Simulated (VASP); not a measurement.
# Ti: single point with PBE

Crystal: Ti.

```
Ti
1.0
    -1.52355    1.52355    1.52355
     1.52355   -1.52355    1.52355
     1.52355    1.52355   -1.52355
Ti
1
Direct
  0.00000 0.00000 0.00000
```

This isn't the form of Ti at room conditions, which is hcp.

```json
{
 "Program": "VASP 6.6.1",
 "Task": "single point",
 "Functional": "PBE",
 "Potentials or basis": "VASP PAW PBE potentials, release 64 (Ti_sv)",
 "Cutoff": "520 eV",
 "k mesh": "22 × 22 × 22",
 "Occupations": "gaussian, width 0.15 eV",
 "Spin": "collinear spin",
 "Starting moments": "[0.9] μB",
 "Fixed moment": "0.9 μB",
 "Dipole correction": "no",
 "Further INCAR settings": "ALGO = Normal; EDIFF = 1e-06; NBANDS = 16"
}
```

- Pressure: 32.3 GPa
- Net moment: 0.90 μB per cell
- Site moments: Ti +0.67 μB
- Valence electrons inside the program's atomic spheres: Ti 10.55

Wall time 110 s on 1 thread of Intel Xeon 8259CL (shared host), peak memory 0.22 GiB.

Caveat: the cell stands under pressure; the total moment is fixed, so each spin has its own Fermi level and the state may be an excited one.
